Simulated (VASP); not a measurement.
Runs of VASP 6.6.1 on Ag. The structure is that of space group Fm-3m (No. 225), or close to it. The cells are those of the table. 

```tsv
task	level	potentials or basis	spin	U	cell	k mesh	cutoff (eV)	smearing	dipole correction	grid for exact exchange (PRECFOCK)	share of exact exchange	gap on the mesh (eV)	pressure (GPa)	moment (μB)
single point	pbe exchange, lyp correlation	VASP PAW PBE potentials, release 64 (Ag)	off	-	a = 2.927 Å, angles 60.0°, 1 atom	11 × 11 × 11	500	fermi-dirac 0.15 eV	no	-	-	none	7.5	-
single point	B3LYP5	VASP PAW PBE potentials, release 64 (Ag)	off	-	a = 2.830 Å, angles 60.0°, 1 atom	6 × 6 × 6	520	fermi-dirac 0.05 eV	no	Normal	0.2	none	20.4	-
single point	PBE+D3(BJ)	VASP PAW PBE potentials, release 64 (Ag)	off	-	a = 2.888 Å, angles 60.0°, 1 atom	11 × 11 × 11	520	fermi-dirac 0.05 eV	no	-	-	none	(a)	-
single point	B3LYP5	VASP PAW PBE potentials, release 64 (Ag)	off	-	a = 2.850 Å, angles 60.0°, 1 atom	6 × 6 × 6	520	fermi-dirac 0.05 eV	no	Normal	0.2	none	16.9	-
single point	BLYP	VASP PAW PBE potentials, release 64 (Ag)	off	-	a = 2.889 Å, angles 60.0°, 1 atom	16 × 16 × 16	520	gaussian 0.1 eV	no	-	-	none	(b)	-
relaxation of cell and atoms	PBEsol+D3(BJ)+U	VASP PAW PBE potentials, release 64 (Ag_sv_GW)	non-collinear, zero start, SOC	Ag d U = 6.0 eV	relaxed from a = 2.889 Å, angles 60.0°, 1 atom	11 × 11 × 11	630	methfessel-paxton 0.05 eV	no	-	-	-	0.1	0.00
single point	LAK	VASP PAW PBE potentials, release 64 (Ag)	off	-	a = 2.874, b = 2.874, c = 2.889 Å, angles 59.8, 59.8, 60.3°, 1 atom	22 × 22 × 22	650	methfessel-paxton of order 2 0.05 eV	-	-	-	none	14.1	-
single point	B3LYP5	VASP PAW PBE potentials, release 64 (Ag)	off	-	a = 2.869 Å, angles 60.0°, 1 atom	6 × 6 × 6	520	fermi-dirac 0.05 eV	no	Normal	0.2	none	13.8	-
single point	PBE exchange alone	VASP PAW PBE potentials, release 64 (Ag)	non-collinear, zero start, SOC	-	a = 3.112 Å, angles 60.0°, 1 atom	11 × 11 × 11	520	gaussian 0.1 eV	no	-	-	-	2.2	0.00
single point	PBE-based screened hybrid with 25 % exact exchange	VASP PAW PBE potentials, release 64 (Ag)	off	-	a = 2.889 Å, angles 60.0°, 1 atom	6 × 6 × 6	400	fermi-dirac 0.05 eV	no	Normal	0.25	none	4.5	-
```

Problem. Fill in the values left out.

Solution. (a) -1.4; (b) 12.3.

Caveats: some runs use coarse meshes; the PAW data sets were made with another functional, which shifts forces and pressure a little (at least some runs); the cell stands under pressure (at least some runs); three body term missing (at least some runs); the U is typed as a test and isn't derived for this compound (at least some runs).

A k mesh can miss the band edges, and rows without SOC leave out spin-orbit coupling on Ag.

A gap of «none» marks levels without a gap at the run's occupations.

The runs don't all hold the same shells in valence.
